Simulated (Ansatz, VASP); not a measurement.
**Hg in VASP and in Ansatz**

Contents of INCAR:

```
  ALGO = Fast
  EDIFF = 1E-6
  ENCUT = 520
  GGA = PS
  ISIF = 2
  ISMEAR = 0
  LASPH = T
  LCHARG = F
  LREAL = F
  LWAVE = F
  NBANDS = 12
  NELM = 100
  PREC = Accurate
  SIGMA = 0.15
```

File KPOINTS:

```
k-points
0
Gamma
  18 18 18
```

The input POSCAR:

```
Hg
1.0
   -2.0386495750      2.0386495750      1.7481902600
    2.0386495750     -2.0386495750      1.7481902600
    2.0386495750      2.0386495750     -1.7481902600
Hg
1
Direct
    0.0000000000      0.0000000000      0.0000000000
```

Input for Ansatz:

```yaml
crystal:
  lattice:
    - [-2.038649575, 2.038649575, 1.74819026]
    - [2.038649575, -2.038649575, 1.74819026]
    - [2.038649575, 2.038649575, -1.74819026]
  atoms:
    - { symbol: Hg, position: [0.0, 0.0, 0.0] }
basis:
  ecutwfc: 420
kpoints:
  mp_grid: { grid: [18, 18, 18] }
hamiltonian:
  xc: pbesol
scf:
  occupations: { method: gaussian, width: 0.15 }
output:
  forces: true
  stress: true
  eigenvalues: true
```

Change from the starting cell: strain -0.015 along x and y, -0.030 along z, atoms carried along.

Alike in both runs: task single point; functional PBEsol; k mesh 18 × 18 × 18; occupations gaussian, width 0.15 eV; no spin polarisation.

|  | VASP | Ansatz |
| --- | --- | --- |
| version | VASP 6.6.1 | Ansatz 0.2.0 |
| potentials or method | VASP PAW PBE potentials, release 64 (Hg), cutoff 520 eV | scalar-relativistic, plane waves, PAW |
| valence electrons in the cell | 12 | 20 |

Ansatz gave:

| Property | Result |
| --- | --- |
| gap on the k mesh at the Fermi level (eV) | none |
| pressure (GPa) | -3.1 |
| traceless stress, the component that is largest in VASP (GPa) | 0.26 |

Q: What did VASP give for the same quantities?

A: gap on the k mesh at the Fermi level (eV): none; pressure (GPa): -3.0; traceless stress, the component that is largest in VASP (GPa): 0.26.

VASP's potentials were made for PBE, not for PBEsol. A gap of «none» marks a metal or a gap that the smearing closes. VASP's potentials hold 12 valence electrons a cell and Ansatz's 20, so a difference there can come from the potentials and not from the codes.

Spin-orbit coupling is off throughout.
